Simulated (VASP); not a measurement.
# B (Cmce) in VASP: single point with PBEsol

Aim: the single point of B with PBEsol.

All numbers are computed with VASP 6.6.1; they aren't measurements. Logs are shortened: lines on timing, memory, paths and dates and some standing lists are left out, and cuts for length are marked.

### Step 1. The cell of the first run

The structure is orthorhombic, space group Cmce (No. 64). The conventional cell has a = 1.860 Å, b = 5.842 Å, c = 4.842 Å, α = 90.00°, β = 90.00°, γ = 90.00°. B (site symmetry m) has 7 B at 1.72 to 1.87 Å within 2.3 Å.

### Step 2. Single point, PBEsol

INCAR reads:

```
PREC     = Accurate       # precision mode
ENCUT    = 500            # plane-wave cutoff, eV
EDIFF    = 1E-6           # SCF threshold, eV
ISMEAR   = 0              # smearing method
SIGMA    = 0.1            # smearing width, eV
LREAL    = F              # projectors in reciprocal space
LASPH    = T              # aspherical terms in the spheres
NELM     = 120            # most SCF steps
ALGO     = Normal         # electronic algorithm
ISIF     = 2              # what is computed and relaxed
LWAVE    = F              # write WAVECAR
LCHARG   = F              # write CHGCAR
GGA      = PS             # functional
NBANDS   = 14             # bands
GGA_COMPAT= F
```

KPOINTS reads:

```
Automatic mesh
0
Gamma
  10 10 4
```

POSCAR reads:

```
B
1.0
    0.9300205788     -2.9211913861      0.0000000000
    0.9300205788      2.9211913861      0.0000000000
    0.0000000000      0.0000000000      4.8417489817
B
4
Direct
    0.6301317782      0.3698682218      0.5838330252
    0.8698682218      0.1301317782      0.0838330252
    0.1301317782      0.8698682218      0.9161669748
    0.3698682218      0.6301317782      0.4161669748
```

Potentials or basis: VASP PAW PBE potentials, release 64 (B).

Started as:

```sh
$ cat potpaw_PBE.64/B/POTCAR > POTCAR
$ mpirun -np 1 vasp_std > vasp.out
```

OUTCAR:

```text
PREC = Accurate
   ENCUT = 500
   EDIFF = 1E-6
   ISMEAR = 0
   LREAL = F
   LASPH = T
   NELM = 120
   ISIF = 2
   GGA = PS

 ion  position               nearest neighbor table
   1  0.630  0.370  0.584-   4 1.72   3 1.86   3 1.86   4 1.87   4 1.87
   2  0.870  0.130  0.084-   3 1.72   4 1.86   4 1.86   3 1.87   3 1.87
   3  0.130  0.870  0.916-   2 1.72   1 1.86   1 1.86   2 1.87   2 1.87
   4  0.370  0.630  0.416-   1 1.72   2 1.86   2 1.86   1 1.87   1 1.87

  LATTYP: Found a base centered orthorhombic cell.
 ALAT       =     1.8600411576
 B/A-ratio  =     3.1409965034
 C/A-ratio  =     2.6030332511

  Lattice vectors:

 A1 = (   0.9300205788,  -2.9211913861,   0.0000000000)
 A2 = (   0.9300205788,   2.9211913861,   0.0000000000)
 A3 = (   0.0000000000,   0.0000000000,   4.8417489817)

Analysis of symmetry for initial positions (statically):
=====================================================================
 Subroutine PRICEL returns:
 Original cell was already a primitive cell.

 Routine SETGRP: Setting up the symmetry group for a
 base centered orthorhombic supercell.

 Subroutine GETGRP returns: Found  8 space group operations
 (whereof  4 operations were pure point group operations)
 out of a pool of  8 trial point group operations.

The static configuration has the point symmetry C_2h.
 The point group associated with its full space group is D_2h.

Analysis of symmetry for dynamics (positions and initial velocities):
=====================================================================
 Subroutine PRICEL returns:
 Original cell was already a primitive cell.

 Routine SETGRP: Setting up the symmetry group for a
 base centered orthorhombic supercell.

 Subroutine GETGRP returns: Found  8 space group operations
 (whereof  4 operations were pure point group operations)
 out of a pool of  8 trial point group operations.

The dynamic configuration has the point symmetry C_2h.
 The point group associated with its full space group is D_2h.

 Subroutine INISYM returns: Found  8 space group operations
 (whereof  4 operations are pure point group operations),
 and found     1 'primitive' translations

----------------------------------------------------------------------------------------

                                     Primitive cell

  volume of cell :      26.3078

  direct lattice vectors                    reciprocal lattice vectors
     0.930020579 -2.921191386  0.000000000     0.537622512 -0.171163041  0.000000000
     0.930020579  2.921191386  0.000000000     0.537622512  0.171163041  0.000000000
     0.000000000  0.000000000  4.841748982     0.000000000  0.000000000  0.206536936

  length of vectors
     3.065664266  3.065664266  4.841748982     0.564211620  0.564211620  0.206536936

  position of ions in fractional coordinates (direct lattice)
     0.630131778  0.369868222  0.583833025
     0.869868222  0.130131778  0.083833025
     0.130131778  0.869868222  0.916166975
     0.369868222  0.630131778  0.416166975

  ion indices of the primitive-cell ions
   primitive index   ion index
                 1           1
                 2           2
                 3           3
                 4           4

----------------------------------------------------------------------------------------

 KPOINTS: Automatic mesh

Automatic generation of k-mesh.
 Grid dimensions read from file:
 generate k-points for:   10   10    4

 Generating k-lattice:

  Cartesian coordinates                     Fractional coordinates (reciprocal lattice)
     0.053762251 -0.017116304  0.000000000     0.100000000  0.000000000  0.000000000
     0.053762251  0.017116304  0.000000000     0.000000000  0.100000000  0.000000000
     0.000000000  0.000000000  0.051634234     0.000000000  0.000000000  0.250000000

  Length of vectors
     0.056421162  0.056421162  0.051634234

  Shift w.r.t. Gamma in fractional coordinates (k-lattice)
     0.000000000  0.000000000  0.000000000

 Subroutine IBZKPT returns following result:
 ===========================================

 Found     93 irreducible k-points:

 Following reciprocal coordinates:
            Coordinates               Weight
  0.000000  0.000000  0.000000      1.000000
  0.100000  0.000000  0.000000      4.000000
  0.200000  0.000000  0.000000      4.000000
  0.300000  0.000000  0.000000      4.000000
  0.400000  0.000000  0.000000      4.000000
  0.500000 -0.000000  0.000000      2.000000
[... 16 lines left out ...]
  0.300000  0.300000  0.000000      2.000000
  0.400000  0.300000  0.000000      4.000000
 [... further k-points ...]
   k-points           NKPTS =     93   k-points in BZ     NKDIM =     93   number of bands    NBANDS=     14
   number of dos      NEDOS =    301   number of ions     NIONS =      4
   total plane-waves  NPLWV =  20736
   dimension x,y,z NGX =    24 NGY =   24 NGZ =   36
   dimension x,y,z NGXF=    48 NGYF=   48 NGZF=   72
   ions per type =               4
   NGX,Y,Z   is equivalent  to a cutoff of  13.01, 13.01, 12.36 a.u.
   NGXF,Y,Z  is equivalent  to a cutoff of  26.03, 26.03, 24.72 a.u.
 SYSTEM =  unknown system
   PREC   = accura    normal or accurate (medium, high low for compatibility)
   ISTART =      0    job   : 0-new  1-cont  2-samecut
   ICHARG =      2    charge: 1-file 2-atom 10-const
   ISPIN  =      1    spin polarized calculation?
   LNONCOLLINEAR =      F non collinear calculations
   LSORBIT =      F    spin-orbit coupling
   LASPH  =      T    aspherical Exc in radial PAW
   ENCUT  =  500.0 eV  36.75 Ry    6.06 a.u.   5.59  5.59  8.83*2*pi/ulx,y,z
   NELM   =    120;   NELMIN=  2; NELMDL= -5     # of ELM steps
   EDIFF  = 0.1E-05   stopping-criterion for ELM
   LREAL  =      F    real-space projection
   EDIFFG = 0.1E-04   stopping-criterion for IOM
   NSW    =      0    number of steps for IOM
   IBRION =     -1    ionic relax: 0-MD 1-quasi-New 2-CG
   NFREE  =      0    steps in history (QN), initial steepest desc. (CG)
   ISIF   =      2    stress and relaxation
   ISYM   =      2    0-nonsym 1-usesym 2-fastsym
   POTIM  = 0.5000    time-step for ionic-motion
   TEBEG  =    0.0;   TEEND  =   0.0 temperature during run
   PSTRESS=    0.0 pullay stress
   NELECT =      12.0000    total number of electrons
   NUPDOWN=      -1.0000    fix difference up-down
   EMIN   =  10.00;   EMAX   =-10.00  energy-range for DOS
   EFERMI =   0.00;   METHOD = LEGACY
   ISMEAR =     0;   SIGMA  =   0.10  broadening in eV -4-tet -1-fermi 0-gaus
   EFERMI_NEDOS =   21; number of points for ismear=-14 and -15
   IALGO  =     38    algorithm
   IMIX   =      4    mixing-type and parameters
     AMIX     =   0.40;   BMIX     =  1.00
     AMIX_MAG =   1.60;   BMIX_MAG =  1.00
  volume/ion in A,a.u.               =       6.58        44.38
  Fermi-wavevector in a.u.,A,eV,Ry     =   1.260202  2.381437 21.607549  1.588110
  Thomas-Fermi vector in A             =   2.393724
   LORBIT       =      0    0 simple, 1 ext, 2 COOP (PROOUT), +10 PAW based schemes
   GGA     = PS    functional components
   LHFCALC =     F    Hartree Fock is set to
   AEXX    =    0.0000 exact exchange contribution
   IVDW    =     0    specifies the selected vdW correction
   LEPSILON=     F    determine dielectric tensor
   LRPA    =     F    only Hartree local field effects (RPA)
 non-spin polarized calculation
 Gauss-broadening in eV      SIGMA  =   0.10
  energy-cutoff  :      500.00
  volume of cell :       26.31
 maximum number of plane-waves:       691
 NGX is ok and might be reduce to    24
   NGX = 11   NGY = 11   NGZ = 17

 number of electron      12.0000000 magnetization

 Free energy of the ion-electron system (eV)
  ---------------------------------------------------
  ext. energy  EPLUGINS =         0.00000000
  ---------------------------------------------------
  free energy    TOTEN  =       -26.83438819 eV

  energy without entropy =      -26.83272282  energy(sigma->0) =      -26.83355550

 E-fermi :   7.8245     XC(G=0): -12.2889

 val. band max:        7.7058865717   @ k =   0.2000   0.1000   0.2500
 cond. band min:       7.8699025188   @ k =   0.4000   0.3000   0.2500
 fundamental gap:      0.1640159471
 Fermi energy:         7.8244753049

 k-point     1 :       0.0000    0.0000    0.0000
  band No.  band energies     occupation
      1      -9.1285      2.00000
      2      -4.4514      2.00000
      3      -3.9366      2.00000
      4       2.2973      2.00000
      5       5.6093      2.00000
      6       5.7833      2.00000
      7       9.9434      0.00000
      8      12.5749      0.00000
      9      12.9736      0.00000
     10      14.7289      0.00000
     11      21.3209      0.00000
     12      22.2936      0.00000
     13      23.1358      0.00000
     14      23.1598      0.00000

 k-point     2 :       0.1000    0.0000    0.0000
  band No.  band energies     occupation
      1      -8.7638      2.00000
      2      -4.1209      2.00000
      3      -3.5594      2.00000
      4       2.4726      2.00000
      5       5.7635      2.00000
      6       6.0463      2.00000
      7      10.4267      0.00000
      8      12.9971      0.00000
      9      13.2073      0.00000
     10      14.3816      0.00000
     11      20.4951      0.00000
     12      21.1996      0.00000
     13      21.2853      0.00000
     14      23.3090      0.00000
[... 343 lines left out ...]
      1      -1.2192      2.00000
      2      -0.6507      2.00000
      3       1.5680      2.00000
      4       2.1940      2.00000
      5       5.1352      2.00000
      6       5.9802      2.00000
      7       6.6734      2.00000
      8       9.6324      0.00000
      9      10.8574      0.00000
     10      16.8272      0.00000
     11      17.8415      0.00000
     12      18.5261      0.00000
     13      18.8527      0.00000
     14      19.7048      0.00000

 k-point    24 :       0.4000    0.3000    0.0000
  band No.  band energies     occupation
      1      -3.6798      2.00000
      2      -2.2301      2.00000
      3       0.4340      2.00000
      4       2.0133      2.00000
      5       2.8418      2.00000
      6       4.2267      2.00000
      7       7.9107      0.22277
      8      12.5520      0.00000
      9      14.1421      0.00000
     10      17.9795      0.00000
     11      18.3971      0.00000
     12      19.0063      0.00000
     13      20.0634      0.00000
     14      21.1560      0.00000

 [... further k-points ...]

------------------------ aborting loop because EDIFF is reached ----------------------------------------

  FORCE on cell =-STRESS in cart. coord.  units (eV):
  Direction    XX          YY          ZZ          XY          YZ          ZX
  --------------------------------------------------------------------------------------
  -------------------------------------------------------------------------------------
  Total       -1.0249563      0.6333017      0.4660189      0.0000000     -0.0000000      0.0000000
  in kB      -62.4210526     38.5688237     28.3811062      0.0000000     -0.0000000      0.0000000
  external PRESSURE =       1.5096258 kB  Pullay stress =       0.0000000 kB

 VOLUME and BASIS-vectors are now :
 -----------------------------------------------------------------------------
  energy-cutoff  :      500.00
  volume of cell :       26.31
      direct lattice vectors                 reciprocal lattice vectors
     0.930020579 -2.921191386  0.000000000     0.537622512 -0.171163041  0.000000000
     0.930020579  2.921191386  0.000000000     0.537622512  0.171163041  0.000000000
     0.000000000  0.000000000  4.841748982     0.000000000  0.000000000  0.206536936

 POSITION                                       TOTAL-FORCE (eV/Angst)
 -----------------------------------------------------------------------------------
      0.93002     -0.76028      2.82677         0.000000      0.118061     -0.111940
      0.93002     -2.16091      0.40590         0.000000     -0.118061     -0.111940
      0.93002      2.16091      4.43585         0.000000      0.118061      0.111940
      0.93002      0.76028      2.01498         0.000000     -0.118061      0.111940
 -----------------------------------------------------------------------------------
    total drift:                               -0.000000      0.000000     -0.000000

  FREE ENERGIE OF THE ION-ELECTRON SYSTEM (eV)
  ---------------------------------------------------
  free  energy   TOTEN  =       -26.8343881916 eV

  energy  without entropy=      -26.8327228162  energy(sigma->0) =      -26.83355550
```

It took 17 s on 1 thread of AMD EPYC 9R45 (Zen 5), shared host; peak memory 0.12 GiB.

Results:

```
Free energy            : -26.8344 eV
Pressure               : 0.2 GPa
Largest force          : 0.163 eV/Å
Band gap on the k mesh : zero (bands 6 and 7 overlap by 1.77 eV)
```

Forces in eV/Å, atoms in the order of the input:
```
B    0.000  0.118 -0.112
B    0.000 -0.118 -0.112
B    0.000  0.118  0.112
B    0.000 -0.118  0.112
```

Caveat: the PAW data sets were made with another functional, which shifts forces and pressure a little.
